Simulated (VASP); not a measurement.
MgO:

```
Mg O
1.0
     0.00000    2.25622    2.31772
     2.25622    0.00000    2.31772
     2.25622    2.25622    0.00000
Mg O
1 1
Direct
  0.00000 0.00000 0.00000
  0.25000 0.25000 0.25000
```

This cell differs from its parent crystal: epitaxial xy strain -1.1%.

Base run:

| Item | Value |
| --- | --- |
| Program | VASP 6.6.1 |
| Functional | HSE06 |
| Potentials or basis | VASP PAW PBE potentials, release 64 (Mg, O) |
| Cutoff | 520 eV |
| k mesh | 6 × 6 × 6 |
| Occupations | gaussian, width 0.01 eV |
| Spin | no spin polarisation |

Its results: band gap on the k mesh 5.26 eV; pressure 0.8 GPa.

Question: The run is repeated on the same cell with these changes: functional from HSE06 to r2SCAN; k mesh from 6 × 6 × 6 to 10 × 10 × 10. What comes out?

Answer: Band gap on the k mesh 4.34 eV (least direct gap 4.34 eV); pressure 0.3 GPa.

Several settings changed at once.

Caveats: the PAW data sets were made with another functional, which shifts forces and pressure a little.

